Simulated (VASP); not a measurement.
# Ge (Fd-3m) in VASP: further runs

Runs on Ge. Level: r2SCAN. Tasks: single point.

Everything below comes from runs of VASP 6.6.1. Logs are shortened: lines on timing, memory, paths and dates and some standing lists are left out, and cuts for length are marked.

### Step 1. The cell of the first run

The structure is cubic, space group Fd-3m (No. 227). Conventional cell: a = 5.401 Å, b = 5.401 Å, c = 5.401 Å, α = 90.00°, β = 90.00°, γ = 90.00°. Ge (site symmetry -43m) has 4 Ge at 2.34 Å within 3.1 Å.

### Step 2. Single point, r2SCAN

Input file POSCAR:

```
Ge
1.0
    0.0000000000      2.7004128173      2.7004128173
    2.7004128173      0.0000000000      2.7004128173
    2.7004128173      2.7004128173      0.0000000000
Ge
2
Direct
    0.5000000000      0.5000000000      0.5000000000
    0.7500000000      0.7500000000      0.7500000000
```

Input file INCAR.step1:

```
SYSTEM = Ge
PREC     = Accurate       ! precision mode
ENCUT    = 520            ! plane-wave cutoff, eV
ISMEAR   = 0              ! smearing method
SIGMA    = 0.01           ! smearing width, eV
LREAL    = .FALSE.        ! projectors in reciprocal space
LASPH    = .TRUE.         ! aspherical terms in the spheres
NELM     = 60             ! most SCF steps
NBANDS   = 21             ! bands
GGA      = PE             ! functional
ALGO     = Normal         ! electronic algorithm
EDIFF    = 1E-4           ! SCF threshold, eV
LWAVE    = .TRUE.         ! write WAVECAR
LCHARG   = .FALSE.        ! write CHGCAR
```

Input file INCAR.step2:

```
SYSTEM = Ge
PREC     = Accurate       ! precision mode
ENCUT    = 520            ! plane-wave cutoff, eV
EDIFF    = 1E-7           ! SCF threshold, eV
ISMEAR   = 0              ! smearing method
SIGMA    = 0.01           ! smearing width, eV
LREAL    = .FALSE.        ! projectors in reciprocal space
LASPH    = .TRUE.         ! aspherical terms in the spheres
NELM     = 60             ! most SCF steps
ALGO     = Normal         ! electronic algorithm
ISIF     = 2              ! what is computed and relaxed
LWAVE    = .FALSE.        ! write WAVECAR
LCHARG   = .TRUE.         ! write CHGCAR
METAGGA  = R2SCAN         ! meta-GGA
LMIXTAU  = .TRUE.       
LELF     = .TRUE.         ! ELF
LVHAR    = .TRUE.       
NBANDS   = 21             ! bands
ISTART   = 1
```

Input file KPOINTS:

```
Automatic mesh
0
G
  14 14 14
  0 0 0
```

Potentials or basis: VASP PAW PBE potentials, release 64 (Ge_d).

Run with:

```console
$ cat potpaw_PBE.64/Ge_d/POTCAR > POTCAR
$ cp INCAR.step1 INCAR
$ mpirun -np 1 vasp_std > vasp.out
$ cp INCAR.step2 INCAR
$ mpirun -np 1 vasp_std > vasp.out
```

OUTCAR:

```text
SYSTEM = Ge
   PREC = Accurate
   ENCUT = 520
   EDIFF = 1E-7
   ISMEAR = 0
   LREAL = .FALSE.
   LASPH = .TRUE.
   NELM = 60
   ISIF = 2
   METAGGA = R2SCAN
   ISTART = 1

 ion  position               nearest neighbor table
   1  0.500  0.500  0.500-   2 2.34   2 2.34   2 2.34   2 2.34
   2  0.750  0.750  0.750-   1 2.34   1 2.34   1 2.34   1 2.34

  LATTYP: Found a face centered cubic cell.
 ALAT       =     5.4008256346

  Lattice vectors:

 A1 = (   0.0000000000,   2.7004128173,   2.7004128173)
 A2 = (   2.7004128173,   0.0000000000,   2.7004128173)
 A3 = (   2.7004128173,   2.7004128173,   0.0000000000)

Analysis of symmetry for initial positions (statically):
=====================================================================
 Subroutine PRICEL returns:
 Original cell was already a primitive cell.

 Routine SETGRP: Setting up the symmetry group for a
 face centered cubic supercell.

 Subroutine GETGRP returns: Found 48 space group operations
 (whereof 24 operations were pure point group operations)
 out of a pool of 48 trial point group operations.

The static configuration has the point symmetry T_d .
 The point group associated with its full space group is O_h .

Analysis of symmetry for dynamics (positions and initial velocities):
=====================================================================
 Subroutine PRICEL returns:
 Original cell was already a primitive cell.

 Routine SETGRP: Setting up the symmetry group for a
 face centered cubic supercell.

 Subroutine GETGRP returns: Found 48 space group operations
 (whereof 24 operations were pure point group operations)
 out of a pool of 48 trial point group operations.

The dynamic configuration has the point symmetry T_d .
 The point group associated with its full space group is O_h .

 Subroutine INISYM returns: Found 48 space group operations
 (whereof 24 operations are pure point group operations),
 and found     1 'primitive' translations

----------------------------------------------------------------------------------------

                                     Primitive cell

  volume of cell :      39.3841

  direct lattice vectors                    reciprocal lattice vectors
     0.000000000  2.700412817  2.700412817    -0.185156876  0.185156876  0.185156876
     2.700412817  0.000000000  2.700412817     0.185156876 -0.185156876  0.185156876
[... 80 lines left out ...]
   LNONCOLLINEAR =      F non collinear calculations
   LSORBIT =      F    spin-orbit coupling
   LASPH  =      T    aspherical Exc in radial PAW
   ENCUT  =  520.0 eV  38.22 Ry    6.18 a.u.   7.10  7.10  7.10*2*pi/ulx,y,z
   NELM   =     60;   NELMIN=  2; NELMDL=  0     # of ELM steps
   EDIFF  = 0.1E-06   stopping-criterion for ELM
   LREAL  =      F    real-space projection
   EDIFFG = 0.1E-05   stopping-criterion for IOM
   NSW    =      0    number of steps for IOM
   IBRION =     -1    ionic relax: 0-MD 1-quasi-New 2-CG
   NFREE  =      0    steps in history (QN), initial steepest desc. (CG)
   ISIF   =      2    stress and relaxation
   ISYM   =      2    0-nonsym 1-usesym 2-fastsym
   POTIM  = 0.5000    time-step for ionic-motion
   TEBEG  =    0.0;   TEEND  =   0.0 temperature during run
   PSTRESS=    0.0 pullay stress
   NELECT =      28.0000    total number of electrons
   NUPDOWN=      -1.0000    fix difference up-down
   EMIN   =  10.00;   EMAX   =-10.00  energy-range for DOS
   EFERMI =   0.00;   METHOD = LEGACY
   ISMEAR =     0;   SIGMA  =   0.01  broadening in eV -4-tet -1-fermi 0-gaus
   EFERMI_NEDOS =   21; number of points for ismear=-14 and -15
   IALGO  =     38    algorithm
   IMIX   =      4    mixing-type and parameters
     AMIX     =   0.40;   BMIX     =  1.00
     AMIX_MAG =   1.60;   BMIX_MAG =  1.00
  volume/ion in A,a.u.               =      19.69       132.89
  Fermi-wavevector in a.u.,A,eV,Ry     =   1.461125  2.761126 29.046888  2.134886
  Thomas-Fermi vector in A             =   2.577493
   LORBIT       =      0    0 simple, 1 ext, 2 COOP (PROOUT), +10 PAW based schemes
   METAGGA = R2SCAN    functional components
   LHFCALC =     F    Hartree Fock is set to
   AEXX    =    0.0000 exact exchange contribution
   IVDW    =     0    specifies the selected vdW correction
   LEPSILON=     F    determine dielectric tensor
   LRPA    =     F    only Hartree local field effects (RPA)
 non-spin polarized calculation
 Gauss-broadening in eV      SIGMA  =   0.01
  energy-cutoff  :      520.00
  volume of cell :       39.38
 maximum number of plane-waves:      1073
   NGX = 15   NGY = 15   NGZ = 15

 number of electron      27.9999971 magnetization

 Free energy of the ion-electron system (eV)
  ---------------------------------------------------
  ext. energy  EPLUGINS =         0.00000000
  ---------------------------------------------------
  free energy    TOTEN  =       -27.48160752 eV

  energy without entropy =      -27.48160752  energy(sigma->0) =      -27.48160752

 E-fermi :   6.3451     XC(G=0): -11.5691

 val. band max:        6.2850946541   @ k =   0.0000   0.0000   0.0000
 cond. band min:       6.8517469580   @ k =   0.4286   0.4286   0.0000
 fundamental gap:      0.5666523039
 Fermi energy:         6.3451171856

 k-point     1 :       0.0000    0.0000    0.0000
  band No.  band energies     occupation
      1     -19.4758      2.00000
      2     -19.4758      2.00000
      3     -19.4758      2.00000
      4     -19.4242      2.00000
      5     -19.4242      2.00000
      6     -19.1157      2.00000
[... 565 lines left out ...]
     20      16.8011      0.00000
     21      16.9825      0.00000

 [... further k-points ...]

------------------------ aborting loop because EDIFF is reached ----------------------------------------

  FORCE on cell =-STRESS in cart. coord.  units (eV):
  Direction    XX          YY          ZZ          XY          YZ          ZX
  --------------------------------------------------------------------------------------
  -------------------------------------------------------------------------------------
  Total        3.7276527      3.7276527      3.7276527      0.0000000      0.0000000      0.0000000
  in kB      151.6441089    151.6441089    151.6441089      0.0000000      0.0000000      0.0000000
  external PRESSURE =     151.6441089 kB  Pullay stress =       0.0000000 kB

 VOLUME and BASIS-vectors are now :
 -----------------------------------------------------------------------------
  energy-cutoff  :      520.00
  volume of cell :       39.38
      direct lattice vectors                 reciprocal lattice vectors
     0.000000000  2.700412817  2.700412817    -0.185156876  0.185156876  0.185156876
     2.700412817  0.000000000  2.700412817     0.185156876 -0.185156876  0.185156876
     2.700412817  2.700412817  0.000000000     0.185156876  0.185156876 -0.185156876

 POSITION                                       TOTAL-FORCE (eV/Angst)
 -----------------------------------------------------------------------------------
      2.70041      2.70041      2.70041         0.000000      0.000000      0.000000
      4.05062      4.05062      4.05062        -0.000000     -0.000000     -0.000000
 -----------------------------------------------------------------------------------
    total drift:                                0.000000      0.000000      0.000000

  FREE ENERGIE OF THE ION-ELECTRON SYSTEM (eV)
  ---------------------------------------------------
  free  energy   TOTEN  =       -27.4816075236 eV

  energy  without entropy=      -27.4816075236  energy(sigma->0) =      -27.48160752
```

OUTCAR.step1:

```text
SYSTEM = Ge
   PREC = Accurate
   ENCUT = 520
   ISMEAR = 0
   LREAL = .FALSE.
   LASPH = .TRUE.
[... 799 lines left out ...]
      2.70041      2.70041      2.70041        -0.000000     -0.000000     -0.000000
      4.05062      4.05062      4.05062         0.000000      0.000000      0.000000
 -----------------------------------------------------------------------------------
    total drift:                                0.000000      0.000000      0.000000

  FREE ENERGIE OF THE ION-ELECTRON SYSTEM (eV)
  ---------------------------------------------------
  free  energy   TOTEN  =        -8.6411149461 eV

  energy  without entropy=       -8.6411149461  energy(sigma->0) =       -8.64111495
```

OSZICAR.step1:

```text
N       E                     dE             d eps       ncg     rms          rms(c)
DAV:   1     0.190260780651E+03    0.19026E+03   -0.14448E+04  4961   0.382E+03
DAV:   2     0.175701183026E+02   -0.17269E+03   -0.16698E+03  4383   0.619E+02
DAV:   3    -0.795310292137E+01   -0.25523E+02   -0.25338E+02  4983   0.140E+02
DAV:   4    -0.876787947948E+01   -0.81478E+00   -0.81430E+00  4953   0.295E+01
DAV:   5    -0.878007542563E+01   -0.12196E-01   -0.12196E-01  4978   0.393E+00    0.387E+00
DAV:   6    -0.868624393684E+01    0.93831E-01   -0.30481E-02  5390   0.125E+00    0.228E+00
DAV:   7    -0.863924985631E+01    0.46994E-01   -0.68165E-02  5460   0.198E+00    0.156E-01
DAV:   8    -0.864094699818E+01   -0.16971E-02   -0.54100E-03  4833   0.627E-01    0.445E-02
DAV:   9    -0.864111391380E+01   -0.16692E-03   -0.20539E-04  4146   0.101E-01    0.149E-02
DAV:  10    -0.864111494614E+01   -0.10323E-05   -0.71383E-06  2699   0.305E-02
   1 F= -.86411149E+01 E0= -.86411149E+01  d E =-.326308E-51
```

It took 2.1 min on 1 thread of Intel Xeon 6975P-C (Granite Rapids), shared host; peak memory 0.2 GiB.

Results:

```
Free energy            : -27.4816 eV
Pressure               : 15.2 GPa
Band gap on the k mesh : 0.57 eV, indirect (least direct gap 1.81 eV)
```

Caveat: the PAW data sets were made with another functional, which shifts forces and pressure a little.

### Step 3. Single point, r2SCAN

This run uses another cell than the first one, of 20.50 Å³/atom, 1.041 times its volume.

Input file POSCAR:

```
Ge
1.0
    0.0000000000      2.7368257715      2.7368257715
    2.7368257715      0.0000000000      2.7368257715
    2.7368257715      2.7368257715      0.0000000000
Ge
2
Direct
    0.5000000000      0.5000000000      0.5000000000
    0.7500000000      0.7500000000      0.7500000000
```

Input file INCAR.step1:

```
  PREC = Accurate
  ENCUT = 520
  ISMEAR = 0
  SIGMA = 0.01
  LREAL = F
  LASPH = T
  NELM = 80
  NBANDS = 21
  GGA = PE
  ALGO = Normal
  EDIFF = 1E-4
  LWAVE = T
  LCHARG = F
```

Input file INCAR.step2:

```
  PREC = Accurate
  ENCUT = 520
  EDIFF = 1E-6
  ISMEAR = 0
  SIGMA = 0.01
  LREAL = F
  LASPH = T
  NELM = 80
  ALGO = Normal
  ISIF = 2
  LWAVE = F
  LCHARG = F
  METAGGA = R2SCAN
  LMIXTAU = T
  NBANDS = 21
  ISTART = 1
```

Input file KPOINTS:

```
Automatic mesh
0
Gamma
  14 14 14
```

Potentials or basis: VASP PAW PBE potentials, release 64 (Ge_d).

Run with:

```console
$ cat potpaw_PBE.64/Ge_d/POTCAR > POTCAR
$ cp INCAR.step1 INCAR
$ mpirun -np 1 vasp_std > vasp.out
$ cp INCAR.step2 INCAR
$ mpirun -np 1 vasp_std > vasp.out
```

Run time: 2.3 min. Hardware: 1 thread of Intel Xeon 6975P-C (Granite Rapids), shared host; peak memory 0.21 GiB.

The run converged. Its results:

```
Free energy            : -27.6087 eV
Pressure               : 10.1 GPa
Band gap on the k mesh : 0.64 eV, indirect (least direct gap 1.39 eV)
```

Levels at points of the mesh, in eV from the valence-band top:
```csv
k point,band 12,band 13,band 14,band 15,band 16,band 17
"(0.00, 0.00, 0.00)",0.00,0.00,0.00,1.39,2.74,2.74
"(0.50, 0.00, 0.00)",-8.40,-1.66,-1.66,0.79,4.03,4.03
"(0.50, 0.50, 0.00)",-9.64,-3.61,-3.61,0.83,0.83,10.99
```

Caveat: the PAW data sets were made with another functional, which shifts forces and pressure a little.

### Step 4. Single point, r2SCAN

This run uses another cell than the first one, of 21.07 Å³/atom, 1.070 times its volume.

Input file POSCAR:

```
Ge
1.0
    0.0000000000      2.7620537412      2.7620537412
    2.7620537412      0.0000000000      2.7620537412
    2.7620537412      2.7620537412      0.0000000000
Ge
2
Direct
    0.5000000000      0.5000000000      0.5000000000
    0.7500000000      0.7500000000      0.7500000000
```

Input file INCAR.step1:

```
SYSTEM = Ge
PREC = Accurate
ENCUT = 520
ISMEAR = 0
SIGMA = 0.01
LREAL = .False.
LASPH = .True.
NELM = 60
NBANDS = 21
GGA = PE
ALGO = Normal
EDIFF = 1E-4
LWAVE = .True.
LCHARG = .False.
```

Input file INCAR.step2:

```
SYSTEM = Ge
PREC = Accurate
ENCUT = 520
EDIFF = 1E-7
ISMEAR = 0
SIGMA = 0.01
LREAL = .False.
LASPH = .True.
NELM = 60
ALGO = Normal
ISIF = 2
LWAVE = .False.
LCHARG = .False.
METAGGA = R2SCAN
LMIXTAU = .True.
NBANDS = 21
ISTART = 1
```

Input file KPOINTS:

```
Automatic mesh
0
Gamma
  14 14 14
  0 0 0
```

Run with:

```console
$ cat potpaw_PBE.64/Ge_d/POTCAR > POTCAR
$ cp INCAR.step1 INCAR
$ mpirun -np 1 vasp_std > vasp.out
$ cp INCAR.step2 INCAR
$ mpirun -np 1 vasp_std > vasp.out
```

Run time: 2.7 min. Hardware: 1 thread of Intel Xeon 6975P-C (Granite Rapids), shared host; peak memory 0.21 GiB.

The run converged. Its results:

```
Free energy            : -27.6703 eV
Pressure               : 7.1 GPa
Band gap on the k mesh : 0.68 eV, indirect (least direct gap 1.11 eV)
```

Levels at points of the mesh, in eV from the valence-band top:
```tsv
k point	band 11	band 12	band 13	band 14	band 15	band 16	band 17	band 18
(0.00, 0.00, 0.00)	-13.90	0.00	0.00	0.00	1.11	2.73	2.73	2.73
(0.50, 0.00, 0.00)	-11.51	-8.24	-1.61	-1.61	0.69	4.03	4.03	7.70
(0.50, 0.50, 0.00)	-9.52	-9.52	-3.50	-3.50	0.88	0.88	10.74	10.74
```

Caveat: the PAW data sets were made with another functional, which shifts forces and pressure a little. r2SCAN opens gaps a little over a GGA but as a rule still falls short of measured ones.

(Continued in part 2 of 2.)
